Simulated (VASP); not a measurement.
Li2H:

```
CELL_PARAMETERS angstrom
3.12063 0.00000 0.00000
-1.56032 2.70255 0.00000
0.00000 0.00000 3.36945
ATOMIC_POSITIONS crystal
Li 0.33333 0.66667 0.50000
Li 0.66667 0.33333 0.50000
H 0.00000 0.00000 0.00000
```

| Quantity | Value |
| --- | --- |
| Program | VASP 6.6.1 |
| Task | relaxation of cell and atoms |
| Functional | PBE |
| Potentials or basis | VASP PAW PBE potentials, release 64 (Li_sv, H_h) |
| Cutoff | 910 eV |
| k mesh | 6 × 6 × 6 |
| Occupations | gaussian, width 0.1 eV |
| Spin | no spin polarisation |

At the start: pressure 12.7 GPa; volume 9.47 Å³/atom.

Question: How do energy, volume and symmetry change on relaxing?

Answer: Over 13 steps the energy falls by 626.5 meV/atom and the volume is 12.93 Å³/atom (+36.5 %); space group P6/mmm (No. 191, to 0.05 Å).

The path:
| step | energy change (eV) | largest force (eV/Å) | pressure (GPa) | volume (Å³) |
| --- | --- | --- | --- | --- |
| 1 | 0.0000 | 0.0000 | 12.70 | 28.42 |
| 2 | -0.4543 | 0.0000 | 8.74 | 31.56 |
| 3 | -1.4026 | 0.0000 | -0.08 | 41.64 |
| 4 | -1.2201 | 0.0000 | -5.76 | 63.90 |
| 5 | -1.6572 | 0.0000 | -3.07 | 49.54 |
| 6 | -1.6619 | 0.0000 | -3.26 | 50.42 |
| 7 | -1.7812 | 0.0000 | -3.02 | 47.61 |
| 8 | -1.7817 | 0.0000 | -3.00 | 47.48 |
| 9 | -1.8516 | 0.0000 | -1.77 | 43.02 |
| 10 | -1.8782 | 0.0000 | -0.33 | 39.33 |
| 11 | -1.8791 | 0.0000 | 0.07 | 38.52 |
| 12 | -1.8791 | 0.0000 | -0.02 | 38.69 |
| 13 | -1.8796 | 0.0000 | -0.07 | 38.79 |

Final structure:
```cif
data_structure
_symmetry_space_group_name_H-M 'P 1'
_symmetry_Int_Tables_number 1
_cell_length_a 4.1070
_cell_length_b 4.1070
_cell_length_c 2.6553
_cell_angle_alpha 90.000
_cell_angle_beta 90.000
_cell_angle_gamma 120.000
_cell_volume 38.79
loop_
_atom_site_label
_atom_site_type_symbol
_atom_site_fract_x
_atom_site_fract_y
_atom_site_fract_z
_atom_site_occupancy
Li1 Li 0.33333 0.66667 0.50000 1
Li2 Li 0.66667 0.33333 0.50000 1
H1 H 0.00000 0.00000 0.00000 1
```

Caveat: the k points lie up to 0.39 Å⁻¹ apart in the final cell; the volume moved by over 15 % at a fixed basis, so the end points are rough.
